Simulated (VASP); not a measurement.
# PbF2 (Fm-3m) in VASP: a series of runs

The runs below take PbF2 through single point, relaxation of cell and atoms, with PBE+D3(BJ).

All numbers are computed with VASP 6.6.1; they aren't measurements. Logs are shortened: lines on timing, memory, paths and dates and some standing lists are left out, and cuts for length are marked.

### 1 The cell of the first run

Symmetry: Fm-3m, No. 225, cubic system. The conventional cell has a = 5.962 Å, b = 5.962 Å, c = 5.962 Å, α = 90.00°, β = 90.00°, γ = 90.00°. Pb (site symmetry m-3m) has 8 F at 2.58 Å within 3.4 Å. F (site symmetry -43m) has 4 Pb at 2.58 Å and 6 F at 2.98 Å within 3.4 Å.

### 2 Single point, PBE+D3(BJ)

INCAR

```
  PREC = Accurate
  ENCUT = 520
  EDIFF = 1E-6
  ISMEAR = 0
  SIGMA = 0.02
  LREAL = F
  LASPH = T
  NELM = 100
  ALGO = Normal
  ISIF = 2
  LWAVE = F
  LCHARG = F
  GGA = PE
  IVDW = 12
  NBANDS = 21
```

KPOINTS

```
regular mesh
0
Gamma
  8 8 8
```

POSCAR

```
PbF2
1.0
    0.0000000000      2.9811928465      2.9811928465
    2.9811928465      0.0000000000      2.9811928465
    2.9811928465      2.9811928465      0.0000000000
Pb F
1 2
Direct
    0.0000000000      0.0000000000      0.0000000000
    0.2500000000      0.2500000000      0.2500000000
    0.7500000000      0.7500000000      0.7500000000
```

Potentials or basis: VASP PAW PBE potentials, release 64 (Pb_d, F).

Command:

```sh
> cat potpaw_PBE.64/Pb_d/POTCAR potpaw_PBE.64/F/POTCAR > POTCAR
> mpirun -np 1 vasp_std > vasp.out
```

OUTCAR:

```text
PREC = Accurate
   ENCUT = 520
   EDIFF = 1E-6
   ISMEAR = 0
   LREAL = F
   LASPH = T
   NELM = 100
   ISIF = 2
   GGA = PE
   IVDW = 12
 IVDW          = 12

 ion  position               nearest neighbor table
   1  0.000  0.000  0.000-   3 2.58   3 2.58   3 2.58   2 2.58   2 2.58   2 2.58   3 2.58   2 2.58

   2  0.250  0.250  0.250-   1 2.58   1 2.58   1 2.58   1 2.58
   3  0.750  0.750  0.750-   1 2.58   1 2.58   1 2.58   1 2.58

  LATTYP: Found a face centered cubic cell.
 ALAT       =     5.9623856930

  Lattice vectors:

 A1 = (   0.0000000000,   2.9811928465,   2.9811928465)
 A2 = (   2.9811928465,   0.0000000000,   2.9811928465)
 A3 = (   2.9811928465,   2.9811928465,   0.0000000000)

Analysis of symmetry for initial positions (statically):
=====================================================================
 Subroutine PRICEL returns:
 Original cell was already a primitive cell.

 Routine SETGRP: Setting up the symmetry group for a
 face centered cubic supercell.

 Subroutine GETGRP returns: Found 48 space group operations
 (whereof 48 operations were pure point group operations)
 out of a pool of 48 trial point group operations.

The static configuration has the point symmetry O_h .

Analysis of symmetry for dynamics (positions and initial velocities):
=====================================================================
 Subroutine PRICEL returns:
 Original cell was already a primitive cell.

 Routine SETGRP: Setting up the symmetry group for a
 face centered cubic supercell.

 Subroutine GETGRP returns: Found 48 space group operations
 (whereof 48 operations were pure point group operations)
 out of a pool of 48 trial point group operations.

The dynamic configuration has the point symmetry O_h .

 Subroutine INISYM returns: Found 48 space group operations
 (whereof 48 operations are pure point group operations),
 and found     1 'primitive' translations

----------------------------------------------------------------------------------------

                                     Primitive cell

  volume of cell :      52.9908

  direct lattice vectors                    reciprocal lattice vectors
     0.000000000  2.981192846  2.981192846    -0.167718100  0.167718100  0.167718100
     2.981192846  0.000000000  2.981192846     0.167718100 -0.167718100  0.167718100
     2.981192846  2.981192846  0.000000000     0.167718100  0.167718100 -0.167718100

[... 83 lines left out ...]
   ENCUT  =  520.0 eV  38.22 Ry    6.18 a.u.   7.84  7.84  7.84*2*pi/ulx,y,z
   NELM   =    100;   NELMIN=  2; NELMDL= -5     # of ELM steps
   EDIFF  = 0.1E-05   stopping-criterion for ELM
   LREAL  =      F    real-space projection
   EDIFFG = 0.1E-04   stopping-criterion for IOM
   NSW    =      0    number of steps for IOM
   IBRION =     -1    ionic relax: 0-MD 1-quasi-New 2-CG
   NFREE  =      0    steps in history (QN), initial steepest desc. (CG)
   ISIF   =      2    stress and relaxation
   ISYM   =      2    0-nonsym 1-usesym 2-fastsym
   POTIM  = 0.5000    time-step for ionic-motion
   TEBEG  =    0.0;   TEEND  =   0.0 temperature during run
   PSTRESS=    0.0 pullay stress
   NELECT =      28.0000    total number of electrons
   NUPDOWN=      -1.0000    fix difference up-down
   EMIN   =  10.00;   EMAX   =-10.00  energy-range for DOS
   EFERMI =   0.00;   METHOD = LEGACY
   ISMEAR =     0;   SIGMA  =   0.02  broadening in eV -4-tet -1-fermi 0-gaus
   EFERMI_NEDOS =   21; number of points for ismear=-14 and -15
   IALGO  =     38    algorithm
   IMIX   =      4    mixing-type and parameters
     AMIX     =   0.40;   BMIX     =  1.00
     AMIX_MAG =   1.60;   BMIX_MAG =  1.00
  volume/ion in A,a.u.               =      17.66       119.20
  Fermi-wavevector in a.u.,A,eV,Ry     =   1.323511  2.501072 23.833059  1.751680
  Thomas-Fermi vector in A             =   2.453113
   LORBIT       =      0    0 simple, 1 ext, 2 COOP (PROOUT), +10 PAW based schemes
   GGA     = PE    functional components
   LHFCALC =     F    Hartree Fock is set to
   AEXX    =    0.0000 exact exchange contribution
   IVDW    =    12    specifies the selected vdW correction
   LEPSILON=     F    determine dielectric tensor
   LRPA    =     F    only Hartree local field effects (RPA)
 non-spin polarized calculation
 Gauss-broadening in eV      SIGMA  =   0.02
  energy-cutoff  :      520.00
  volume of cell :       52.99
 maximum number of plane-waves:      1458
   NGX = 15   NGY = 15   NGZ = 15

 number of electron      28.0000019 magnetization

 Free energy of the ion-electron system (eV)
  ---------------------------------------------------
  ext. energy  EPLUGINS =         0.00000000
  ---------------------------------------------------
  free energy    TOTEN  =       -14.34625008 eV

  energy without entropy =      -14.34625008  energy(sigma->0) =      -14.34625008

 E-fermi :   1.8767     XC(G=0):  -9.3183

 val. band max:        1.6732411888   @ k =  -0.2500   0.5000   0.2500
 cond. band min:       6.0914338060   @ k =   0.5000   0.5000   0.0000
 fundamental gap:      4.4181926172
 Fermi energy:         1.8767398401

 k-point     1 :       0.0000    0.0000    0.0000
  band No.  band energies     occupation
      1     -19.2812      2.00000
      2     -18.6906      2.00000
      3     -12.7445      2.00000
      4     -12.7445      2.00000
      5     -12.7445      2.00000
      6     -12.6952      2.00000
[... 565 lines left out ...]
     20      17.6438      0.00000
     21      18.1456      0.00000

 [... further k-points ...]

------------------------ aborting loop because EDIFF is reached ----------------------------------------

 Edisp (eV)   -0.45251

 E8    (eV) :    -0.1950

  FORCE on cell =-STRESS in cart. coord.  units (eV):
  Direction    XX          YY          ZZ          XY          YZ          ZX
  --------------------------------------------------------------------------------------
  -------------------------------------------------------------------------------------
  Total      -0.06564    -0.06564    -0.06564    -0.00000     0.00000     0.00000
  in kB      -1.98449    -1.98449    -1.98449    -0.00000     0.00000     0.00000
  external pressure =       -1.98 kB  Pullay stress =        0.00 kB

 VOLUME and BASIS-vectors are now :
 -----------------------------------------------------------------------------
  energy-cutoff  :      520.00
  volume of cell :       52.99
      direct lattice vectors                 reciprocal lattice vectors
     0.000000000  2.981192846  2.981192846    -0.167718100  0.167718100  0.167718100
     2.981192846  0.000000000  2.981192846     0.167718100 -0.167718100  0.167718100
     2.981192846  2.981192846  0.000000000     0.167718100  0.167718100 -0.167718100

 POSITION                                       TOTAL-FORCE (eV/Angst)
 -----------------------------------------------------------------------------------
      0.00000      0.00000      0.00000         0.000000      0.000000     -0.000000
      1.49060      1.49060      1.49060        -0.000000     -0.000000     -0.000000
      4.47179      4.47179      4.47179         0.000000      0.000000      0.000000
 -----------------------------------------------------------------------------------
    total drift:                                0.000000     -0.000000      0.000000

  FREE ENERGIE OF THE ION-ELECTRON SYSTEM (eV)
  ---------------------------------------------------
  free  energy   TOTEN  =       -14.7987611855 eV

  energy  without entropy=      -14.7987611855  energy(sigma->0) =      -14.79876119
```

OSZICAR:

```text
N       E                     dE             d eps       ncg     rms          rms(c)
DAV:   1     0.301530857580E+03    0.30153E+03   -0.14529E+04  1249   0.154E+03
DAV:   2     0.140773839122E+02   -0.28745E+03   -0.26934E+03  1263   0.433E+02
DAV:   3    -0.153892701007E+02   -0.29467E+02   -0.29005E+02  1443   0.143E+02
DAV:   4    -0.162890083876E+02   -0.89974E+00   -0.89913E+00  1376   0.267E+01
DAV:   5    -0.163169699188E+02   -0.27962E-01   -0.27960E-01  1554   0.485E+00    0.804E+00
DAV:   6    -0.143549542822E+02    0.19620E+01   -0.88798E+00  1636   0.232E+01    0.269E+00
DAV:   7    -0.143522465207E+02    0.27078E-02   -0.46958E-01  1278   0.409E+00    0.158E+00
DAV:   8    -0.143485838114E+02    0.36627E-02   -0.10705E-01  1293   0.354E+00    0.556E-01
DAV:   9    -0.143450943446E+02    0.34895E-02   -0.20899E-02  1624   0.106E+00    0.105E-01
DAV:  10    -0.143462674534E+02   -0.11731E-02   -0.17273E-03  1268   0.378E-01    0.358E-02
DAV:  11    -0.143462401439E+02    0.27309E-04   -0.14773E-04  1404   0.109E-01    0.111E-02
DAV:  12    -0.143462521090E+02   -0.11965E-04   -0.42775E-05  1307   0.575E-02    0.109E-02
DAV:  13    -0.143462500259E+02    0.20831E-05   -0.15531E-05  1511   0.375E-02    0.172E-03
DAV:  14    -0.143462500843E+02   -0.58384E-07   -0.76821E-07  1101   0.600E-03
   1 F= -.14798761E+02 E0= -.14798761E+02  d E =-.144262E-48
```

stdout:

```text
POSCAR found type information on POSCAR PbF
 POSCAR found :  2 types and       3 ions
 scaLAPACK will be used
 LDA part: xc-table for (Slater+PW92), standard interpolation
 POSCAR, INCAR and KPOINTS ok, starting setup
 FFT: planning ... GRIDC
 FFT: planning ... GRID_SOFT
 FFT: planning ... GRID
 WAVECAR not read
 entering main loop
```

Wall time 27 s (1 thread of Intel Xeon Platinum 8259CL at 2.50GHz (Skylake/Cascade Lake), shared host); peak memory 0.2 GiB.

Results:

```yaml
Free_energy: -14.7988 eV
Pressure: -0.2 GPa
Band_gap_on_the_k_mesh: 4.42 eV, indirect (least direct gap 4.56 eV)
Dispersion_energy_per_atom: -0.151 eV
```

Levels at points of the mesh, in eV from the valence-band top:
| k point | band 10 | band 11 | band 12 | band 13 | band 14 | band 15 | band 16 | band 17 | band 18 | band 19 |
| --- | --- | --- | --- | --- | --- | --- | --- | --- | --- | --- |
| (0.00, 0.00, 0.00) | -2.36 | -2.36 | -1.87 | -1.87 | -1.87 | 6.76 | 6.76 | 6.76 | 10.60 | 15.11 |
| (0.50, 0.00, 0.00) | -2.55 | -2.55 | -2.04 | -2.04 | -0.02 | 5.03 | 7.61 | 7.61 | 13.19 | 13.72 |
| (0.50, 0.50, 0.00) | -3.41 | -1.46 | -1.46 | -1.45 | -0.14 | 4.42 | 7.84 | 7.84 | 9.00 | 14.13 |

Caveat: spin-orbit coupling is left out, which moves the levels of the heavy elements. A k mesh can miss the band edges.

### 3 Single point, PBE+D3(BJ)

INCAR

```
SYSTEM = PbF2
  ALGO = Normal
  EDIFF = 1E-7
  ENCUT = 520
  GGA = PE
  ISIF = 2
  ISMEAR = 0
  IVDW = 12
  LASPH = .True.
  LCHARG = .True.
  LELF = .True.
  LREAL = .False.
  LVHAR = .True.
  LWAVE = .False.
  NBANDS = 21
  NELM = 100
  PREC = Accurate
  SIGMA = 0.01
```

KPOINTS

```
k-points
0
Gamma
  8 8 8
  0 0 0
```

POSCAR is that of step 2.

Potentials or basis: VASP PAW PBE potentials, release 64 (Pb_d, F).

Command:

```sh
> cat potpaw_PBE.64/Pb_d/POTCAR potpaw_PBE.64/F/POTCAR > POTCAR
> mpirun -np 1 vasp_std > vasp.out
```

Wall time 30 s (1 thread of Intel Xeon Platinum 8259CL at 2.50GHz (Skylake/Cascade Lake), shared host); peak memory 0.19 GiB.

It converged, with:

| Item | Value |
| --- | --- |
| Free energy | -14.7988 eV |
| Pressure | -0.2 GPa |
| Band gap on the k mesh | 4.42 eV, indirect (least direct gap 4.56 eV) |
| Dispersion energy per atom | -0.151 eV |

Levels at points of the mesh, in eV from the valence-band top:
```
           k point  band 12  band 13  band 14  band 15  band 16  band 17
(0.00, 0.00, 0.00)    -1.87    -1.87    -1.87     6.76     6.76     6.76
(0.50, 0.00, 0.00)    -2.04    -2.04    -0.02     5.03     7.61     7.61
(0.50, 0.50, 0.00)    -1.46    -1.45    -0.14     4.42     7.84     7.84
```

Caveat: spin-orbit coupling is left out, which moves the levels of the heavy elements. A hybrid or GW would open this gap; PBE tends to underestimate it.

### 4 Single point, PBE+D3(BJ) (volume scaled by 1.02)

INCAR

```
SYSTEM = PbF2
ALGO = Normal
EDIFF = 1E-6
ENCUT = 520
GGA = PE
ISIF = 2
ISMEAR = 0
IVDW = 12
LASPH = .True.
LCHARG = .False.
LREAL = .False.
LWAVE = .False.
NBANDS = 21
NELM = 60
PREC = Accurate
SIGMA = 0.01
```

KPOINTS is that of step 3.

POSCAR

```
PbF2
1.0
    0.0000000000      3.0009364209      3.0009364209
    3.0009364209      0.0000000000      3.0009364209
    3.0009364209      3.0009364209      0.0000000000
Pb F
1 2
Direct
    0.0000000000      0.0000000000      0.0000000000
    0.2500000000      0.2500000000      0.2500000000
    0.7500000000      0.7500000000      0.7500000000
```

Command:

```sh
> cat potpaw_PBE.64/Pb_d/POTCAR potpaw_PBE.64/F/POTCAR > POTCAR
> mpirun -np 1 vasp_std > vasp.out
```

Wall time 28 s (1 thread of Intel Xeon Platinum 8259CL at 2.50GHz (Skylake/Cascade Lake), shared host); peak memory 0.19 GiB.

It converged, with:

```yaml
Free_energy: -14.7948 eV
Pressure: -1.5 GPa
Band_gap_on_the_k_mesh: 4.42 eV, indirect (least direct gap 4.56 eV)
Dispersion_energy_per_atom: -0.148 eV
```

Levels at points of the mesh, in eV from the valence-band top:
```csv
k point,band 10,band 11,band 12,band 13,band 14,band 15,band 16,band 17,band 18,band 19
"(0.00, 0.00, 0.00)",-2.24,-2.24,-1.75,-1.75,-1.75,6.73,6.73,6.73,10.54,15.07
"(0.50, 0.00, 0.00)",-2.41,-2.41,-1.92,-1.92,-0.01,5.03,7.55,7.55,13.16,13.68
"(0.50, 0.50, 0.00)",-3.24,-1.35,-1.35,-1.35,-0.14,4.42,7.76,7.76,9.04,14.04
```

Caveat: spin-orbit coupling is left out, which moves the levels of the heavy elements. A k mesh can miss the band edges.

[end of part 1 of 2]
